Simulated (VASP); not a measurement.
A run of VASP 6.6.1 is set up as follows.

Contents of INCAR:

```
ALGO = Normal ; EDIFF = 1E-7
ENCUT = 520 ; GGA = PE
ISIF = 2 ; ISMEAR = 1
LASPH = True ; LCHARG = False
LREAL = Auto ; LWAVE = False
NBANDS = 124 ; NELM = 80
PREC = Accurate ; SIGMA = 0.1
```

File KPOINTS:

```
k-points
0
Gamma
  2 2 2
```

File POSCAR:

```
Al15Ni16
1.0
    0.0000000000      5.7836525300      5.7836525300
    5.7836525300      0.0000000000      5.7836525300
    5.7836525300      5.7836525300      0.0000000000
Al Ni
15 16
Direct
    0.1241735714      0.1253370690      0.1253482473
    0.3716566622      0.3779391670      0.3773876119
    0.1241933926      0.1254570836      0.6251248653
    0.3720321214      0.3779982443      0.8725807166
    0.1241678291      0.6252096417      0.1254986393
    0.3716228067      0.8728890337      0.3775968738
    0.3739911423      0.8757609098      0.8754122714
    0.6241722854      0.1254764730      0.1253210185
    0.8745437811      0.3753473937      0.3748241874
    0.6240944602      0.1253238053      0.6250368189
    0.8765057420      0.3776031666      0.8731829077
    0.6242362866      0.6253175698      0.1252176486
    0.8765957650      0.8730354544      0.3777331921
    0.6241128985      0.6255341704      0.6250246575
    0.8771046393      0.8728712609      0.8726823673
    0.0008373582     -0.0002855458     -0.0000757180
    0.2475581550      0.2510893460      0.2506044269
   -0.0009063267      0.0000481456      0.5004875232
    0.2485485537      0.2520932989      0.7498340306
    0.0003118625      0.5005850420     -0.0012427406
    0.2488960372      0.7503718592      0.2507728222
   -0.0011833958      0.5004405926      0.5011198819
    0.2493546285      0.7505418425      0.7501408960
    0.4997306066     -0.0001883864     -0.0010884631
    0.7491277216      0.2509411274      0.2511064356
    0.4981237861     -0.0003463637      0.5021597939
    0.7497033282      0.2509493331      0.7483903587
    0.4989000612      0.5021567775     -0.0008069211
    0.7496169173      0.7486383485      0.2509147031
    0.4992609300      0.5001623158      0.4997137894
    0.7497570440      0.7500671211      0.7505907322
```

Potentials or basis: VASP PAW PBE potentials, release 64 (Al, Ni).

Command:

```console
$ cat potpaw_PBE.64/Al/POTCAR potpaw_PBE.64/Ni/POTCAR > POTCAR
$ mpirun -np 1 vasp_std > vasp.out
```

Problem. Predict the pressure.

Solution. -1.4 GPa.

Problem. What does it give for the largest force?

Solution. 0.021 eV/Å.

Problem. Estimate the band gap on the k mesh.

Solution. Zero (an odd number of electrons rules out a gap without spin polarisation).

Forces in eV/Å, atoms in the order of the input:
```
Al  -0.003 -0.001  0.009
Al   0.005  0.001 -0.004
Al   0.010  0.002 -0.004
Al  -0.006  0.001 -0.001
Al   0.002 -0.005  0.009
Al   0.002  0.000  0.002
Al  -0.002  0.002  0.004
Al  -0.005 -0.002 -0.002
Al   0.003 -0.008 -0.004
Al   0.003  0.002  0.001
Al  -0.002 -0.005 -0.002
Al  -0.003  0.000  0.005
Al   0.000  0.001 -0.008
Al   0.001  0.007 -0.003
Al   0.003 -0.001 -0.002
Ni   0.000  0.005 -0.001
Ni  -0.005 -0.002 -0.006
Ni  -0.005 -0.002  0.012
Ni  -0.015  0.009 -0.011
Ni   0.013  0.004 -0.012
Ni  -0.002 -0.007 -0.001
Ni  -0.015 -0.010  0.009
Ni   0.002  0.006  0.007
Ni   0.010 -0.002 -0.014
Ni  -0.002  0.007  0.005
Ni  -0.002  0.001  0.004
Ni   0.001  0.004  0.003
Ni   0.008  0.001 -0.002
Ni  -0.002  0.003  0.000
Ni   0.007  0.005  0.010
Ni   0.000 -0.017 -0.004
```

Caveat: the k points lie up to 0.47 Å⁻¹ apart, too coarse for converged energies and pressures of a metal. Spin polarisation is off, so any magnetic state and its effect on volume and gap are missing.
